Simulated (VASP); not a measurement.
Set up this calculation in VASP 6.6.1, as the native input.

```
Task                   : single point
Functional             : PBE
Potentials or basis    : VASP PAW PBE potentials, release 64 (Ru_pv, C)
Cutoff                 : 520 eV
k mesh                 : 16 × 16 × 16
Occupations            : gaussian, width 0.1 eV
Spin                   : no spin polarisation
Dipole correction      : no
Further INCAR settings : ALGO = Normal; EDIFF = 1e-06; NBANDS = 23
```

The structure of Ru2C lies in POSCAR:

```
Ru2C
1.0
    0.0000000000      2.5984822123      2.5984822123
    2.5984822123      0.0000000000      2.5984822123
    2.5984822123      2.5984822123      0.0000000000
Ru C
2 1
Direct
    0.2500000000      0.2500000000      0.2500000000
    0.7500000000      0.7500000000      0.7500000000
    0.0000000000      0.0000000000      0.0000000000
```

These files were run (other wordings do the same):

INCAR

```
SYSTEM = Ru2C
  PREC = Accurate
  ENCUT = 520
  EDIFF = 1E-6
  ISMEAR = 0
  SIGMA = 0.1
  LREAL = .False.
  LASPH = .True.
  NELM = 80
  ALGO = Normal
  ISIF = 2
  LWAVE = .False.
  LCHARG = .False.
  GGA = PE
  NBANDS = 23
```

KPOINTS

```
Automatic mesh
0
Gamma
  16 16 16
  0 0 0
```

Potentials or basis: VASP PAW PBE potentials, release 64 (Ru_pv, C).

Command:

```console
$ cat potpaw_PBE.64/Ru_pv/POTCAR potpaw_PBE.64/C/POTCAR > POTCAR
$ mpirun -np 1 vasp_std > vasp.out
```

Results of the run:

The pressure is 0.1 GPa and the band gap on the k mesh is zero (band 16 reaches 13.07 eV, above the bottom of band 17 at 9.93 eV).

It took 91 s on 1 thread of Intel Xeon 6975P-C, with other jobs on the host, peak memory 0.23 GiB.
